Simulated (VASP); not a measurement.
Wanted: the native input for a VASP 6.6.1 run.

* Task: single point
* Functional: PBE
* Potentials or basis: VASP PAW PBE potentials, release 64 (Co)
* Cutoff: 520 eV
* k mesh: 18 × 18 × 3
* Occupations: gaussian, width 0.1 eV
* Spin: collinear spin, ferromagnetic start
* Starting moments: [1.84, 1.84, 1.84, 1.84, 1.84, 1.84, 1.84] μB
* Dipole correction: no
* Further INCAR settings: ALGO = Normal; EDIFF = 1e-07; NBANDS = 44

The structure of Co lies in POSCAR:

```
Co
1.0
    2.4904325522      0.0000000000      0.0000000000
   -1.2452162761      2.1567778566      0.0000000000
    0.0000000000      0.0000000000     14.1655516590
Co
7
Direct
    0.0000000000      0.0000000000      0.0000890154
    0.3333333333      0.6666666667      0.1427681275
    0.0000000000      0.0000000000      0.2846237383
    0.3333333333      0.6666666667      0.4278205587
    0.6666666667      0.3333333333      0.5714285714
    0.0000000000      0.0000000000      0.7150365841
    0.3333333333      0.6666666667      0.8582334045
```

One way to write it, as run:

INCAR

```
  PREC = Accurate
  ENCUT = 520
  EDIFF = 1E-7
  ISMEAR = 0
  SIGMA = 0.1
  LREAL = F
  LASPH = T
  NELM = 150
  ALGO = Normal
  ISIF = 2
  LWAVE = F
  LCHARG = F
  ISPIN = 2
  MAGMOM = 1.84 1.84 1.84 1.84 1.84 1.84 1.84
  LORBIT = 11
  LMAXMIX = 4
  GGA = PE
  NBANDS = 44
```

KPOINTS

```
Automatic mesh
0
Gamma
  18 18 3
```

Potentials or basis: VASP PAW PBE potentials, release 64 (Co).

The run is started by

```bash
$ cat potpaw_PBE.64/Co/POTCAR > POTCAR
$ mpirun -np 1 vasp_std > vasp.out
```

It gave:

```json
{
  "Pressure": "-0.7 GPa",
  "Largest force": "0.012 eV/Å",
  "Net moment": "11.29 μB per cell",
  "Site moments": "Co +1.61, +1.63, +1.64, +1.67 (each value once) μB",
  "Valence electrons inside the program's atomic spheres": "Co 8.28, 8.27, 8.26 (each value once)"
}
```

Run time: 32 min on 1 thread of Oxide Virtual Turin-like Processor, on a shared host, peak memory 0.51 GiB.
